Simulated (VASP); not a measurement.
Input of a VASP 6.6.1 run:

Contents of INCAR:

```
PREC = Accurate ; ENCUT = 520
EDIFF = 1E-6 ; ISMEAR = 0
SIGMA = 0.1 ; LREAL = F
LASPH = T ; NELM = 80
ALGO = Fast ; ISIF = 2
LWAVE = F ; LCHARG = F
GGA = PS ; NBANDS = 30
```

Contents of KPOINTS:

```
Automatic mesh
0
Gamma
  12 12 10
```

The input POSCAR:

```
Ta
1.0
    4.5492834584      0.0000000000      0.0000000000
   -2.2746417292      3.9397950440      0.0000000000
    0.0000000000      0.0000000000      4.8299026777
Ta
4
Direct
    0.0000000000      0.0000000000      0.2500000000
    0.0000000000      0.0000000000      0.7500000000
    0.3333333333      0.6666666667      0.7500000000
    0.6666666667      0.3333333333      0.2500000000
```

Potentials or basis: VASP PAW PBE potentials, release 64 (Ta_pv).

The run is started by

```bash
$ cat potpaw_PBE.64/Ta_pv/POTCAR > POTCAR
$ mpirun -np 1 vasp_std > vasp.out
```

(1) Predict the pressure.

(2) Predict the band gap on the k mesh.

## Answers

(1) 0.3 GPa.

(2) zero (bands 22 and 23 overlap by 0.91 eV).

Caveat: the PAW data sets were made with another functional, which shifts forces and pressure a little; spin-orbit coupling is left out, which moves the levels of the heavy elements.
